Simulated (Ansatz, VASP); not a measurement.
## One calculation of Ag, two programs

```
Ag
1.0
     0.00000    2.02678    2.02678
     2.02678    0.00000    2.02678
     2.02678    2.02678    0.00000
Ag
1
Direct
  0.50000 0.50000 0.50000
```

Alike in both runs: functional PBEsol; k mesh 24 × 24 × 24; occupations gaussian, width 0.1 eV; no spin polarisation.

Ansatz relaxed the structure, and its values are those at the end. VASP's run is a single point on that final structure, the one shown.

|  | VASP | Ansatz |
| --- | --- | --- |
| version | VASP 6.6.1 | Ansatz 0.2.0 |
| potentials or method | VASP PAW PBE potentials, release 64 (Ag), cutoff 520 eV | scalar-relativistic, plane waves, PAW |
| valence electrons in the cell | 11 | 19 |

```tsv
	VASP	Ansatz	Ansatz less VASP
gap on the k mesh at the Fermi level (eV)	none	none	-
pressure (GPa)	-0.3	0.0	+0.26
```

VASP's potentials were made for PBE, not for PBEsol. A gap of «none» marks a metal or a gap that the smearing closes. With one functional, cell and mesh, what is left measures potentials, basis and numerics. VASP's potentials hold 11 valence electrons a cell and Ansatz's 19, so a difference there can come from the potentials and not from the codes.
